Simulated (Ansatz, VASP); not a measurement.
**Two plane-wave programs on BiS4**

INCAR

```
SYSTEM = BiS4
PREC = Accurate
ENCUT = 520
EDIFF = 1E-6
ISMEAR = 0
SIGMA = 0.1
LREAL = .False.
LASPH = .True.
NELM = 60
ALGO = Normal
ISIF = 2
LWAVE = .False.
LCHARG = .False.
GGA = PE
NBANDS = 28
```

File KPOINTS:

```
regular mesh
0
Gamma
  4 4 4
  0 0 0
```

POSCAR

```
BiS4
1.0
    5.6128737400      0.0000000000      0.0000000000
    0.0000000000      5.6128737400      0.0000000000
    0.0000000000      0.0000000000      4.9007072600
Bi S
1 4
Direct
    0.0000000000      0.0000000000      0.5000000000
    0.6919688800      0.0000000000      0.0000000000
    0.3080311200      0.0000000000      0.0000000000
    0.0000000000      0.6919688800      0.0000000000
    0.0000000000      0.3080311200      0.0000000000
```

Input for Ansatz:

```yaml
crystal:
  lattice:
    - [5.61287374, 0.0, 0.0]
    - [0.0, 5.61287374, 0.0]
    - [0.0, 0.0, 4.90070726]
  atoms:
    - { symbol: Bi, position: [0.0, 0.0, 0.5] }
    - { symbol: S, position: [0.69196888, 0.0, 0.0] }
    - { symbol: S, position: [0.30803112, 0.0, 0.0] }
    - { symbol: S, position: [0.0, 0.69196888, 0.0] }
    - { symbol: S, position: [0.0, 0.30803112, 0.0] }
basis:
  ecutwfc: 420
kpoints:
  mp_grid: { grid: [4, 4, 4] }
hamiltonian:
  xc: pbe
scf:
  occupations: { method: gaussian, width: 0.1 }
  lower_state_search: "off"
output:
  forces: true
  stress: true
  eigenvalues: true
```

Alike in both runs: task single point; functional PBE; k mesh 4 × 4 × 4; occupations gaussian, width 0.1 eV; no spin polarisation.

|  | VASP | Ansatz |
| --- | --- | --- |
| version | VASP 6.6.1 | Ansatz 0.2.0 |
| potentials or method | VASP PAW PBE potentials, release 64 (Bi_d, S), cutoff 520 eV | scalar-relativistic, plane waves, PAW |
| valence electrons in the cell | 39 | 39 |

Ansatz gave:

* gap on the k mesh at the Fermi level (eV): none
* pressure (GPa): 4.2
* traceless stress, the component that is largest in VASP (GPa): -4.74
* rms of the force components (eV/Å): 0.639

Task: Estimate VASP's values.

Result: gap on the k mesh at the Fermi level (eV): none; pressure (GPa): 4.1; traceless stress, the component that is largest in VASP (GPa): -4.67; rms of the force components (eV/Å): 0.661.

Atom by atom the forces differ by 0.023 eV/Å (rms over components). A gap of «none» marks a metal or a gap that the smearing closes.

Neither program's run includes spin-orbit coupling.
